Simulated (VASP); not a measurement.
A run of VASP 6.6.1:

INCAR

```
ALGO = Normal
DIPOL = 0.5 0.5 0.484
EDIFF = 1E-6
ENCUT = 520
GGA = PS
GGA_COMPAT = F
IDIPOL = 3
ISIF = 2
ISMEAR = 0
LASPH = T
LCHARG = F
LDIPOL = T
LREAL = F
LWAVE = F
NBANDS = 48
NELM = 120
NELMDL = -8
PREC = Accurate
SIGMA = 0.1
```

The input KPOINTS:

```
k-points
0
Gamma
  10 7 1
```

The input POSCAR:

```
Ti6HC
1.0
    2.8679135953      0.0000000000      0.0000000000
    0.0000000000      4.0558423021      0.0000000000
    0.0000000000      0.0000000000     27.2697839881
Ti C H
6 1 1
Direct
    0.5000000000      0.5000000000      0.3117003055
    0.0000000000      0.0000000000      0.3642843963
    0.5000000000      0.5000000000      0.4168684871
    0.0000000000      0.0000000000      0.4689205924
    0.5000000000      0.5000000000      0.5291227650
    0.0000000000      0.0000000000      0.5690929894
    0.0000000000      0.5000000000      0.5871607886
    0.0000000000      0.5000000000      0.6281068800
```

Potentials or basis: VASP PAW PBE potentials, release 64 (Ti_sv, C, H).

Run with:

```sh
$ cat potpaw_PBE.64/Ti_sv/POTCAR potpaw_PBE.64/C/POTCAR potpaw_PBE.64/H/POTCAR > POTCAR
$ mpirun -np 1 vasp_std > vasp.out
```

Hardware: 1 thread of Intel(R) Xeon(R) 6975P-C (Granite Rapids), with other jobs on the host.

How long does it take, and how much memory?

Wall time 8.1 min on 1 thread of Intel(R) Xeon(R) 6975P-C (Granite Rapids), with other jobs on the host, peak memory 0.55 GiB. Counts: scf iterations 37, k points 24.
